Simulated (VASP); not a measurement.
A run of VASP 6.6.1 is set up as follows.

Contents of INCAR:

```
ALGO = Normal ; EDIFF = 1E-6
ENCUT = 520 ; GGA = PS
ISIF = 2 ; ISMEAR = 0
LASPH = T ; LCHARG = T
LELF = T ; LREAL = F
LVHAR = T ; LWAVE = F
NBANDS = 11 ; NELM = 100
PREC = Accurate ; SIGMA = 0.01
```

File KPOINTS:

```
k-points
0
Gamma
  18 18 18
```

The input POSCAR:

```
C
1.0
    1.2294456671      0.7098207869      3.6140286025
   -1.2294456671      0.7098207869      3.6140286025
    0.0000000000     -1.4196415737      3.6140286026
C
2
Direct
    0.8333592492      0.8333592492      0.8333592492
    0.1666407508      0.1666407508      0.1666407508
```

Potentials or basis: VASP PAW PBE potentials, release 64 (C).

Run with:

```bash
$ cat potpaw_PBE.64/C/POTCAR > POTCAR
$ mpirun -np 1 vasp_std > vasp.out
```

Q: Predict the pressure.

A: 0.6 GPa.

Stress tensor (GPa, compression positive):
```
 0.97  0.00  0.00
 0.00  0.97  0.00
 0.00  0.00 -0.10
```

Caveat: this functional lacks dispersion, which binds the layers, so the pressure and a relaxed spacing across them are unreliable; the PAW data sets were made with another functional, which shifts forces and pressure a little.
